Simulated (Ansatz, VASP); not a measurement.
# Two plane-wave programs on AgCl

```
Ag Cl
1.0
     4.34553    0.00000    0.00000
    -2.17277    3.76334    0.00000
     0.00000    0.00000    7.00722
Ag Cl
2 2
Direct
  0.33333 0.66667 0.99762
  0.66667 0.33333 0.49762
  0.33333 0.66667 0.37738
  0.66667 0.33333 0.87738
```

Alike in both runs: task single point; functional PBE; k mesh 6 × 6 × 4; no spin polarisation.

|  | VASP | Ansatz |
| --- | --- | --- |
| version | VASP 6.6.1 | Ansatz 0.2.0 |
| potentials or method | VASP PAW PBE potentials, release 64 (Ag, Cl) | plane waves, PAW |
| plane-wave cutoff (eV) | 520 | 420 |
| occupations | gaussian, width 0.01 eV | fixed |
| valence electrons in the cell | 36 | 52 |

Ansatz gave:

```
gap on the k mesh at the Fermi level (eV) : 1.34
pressure (GPa)                            : -0.8
```

Q: Which values does VASP return?

A: gap on the k mesh at the Fermi level (eV): 1.34; pressure (GPa): -0.9.

VASP's potentials hold 36 valence electrons a cell and Ansatz's 52, so a difference there can come from the potentials and not from the codes.
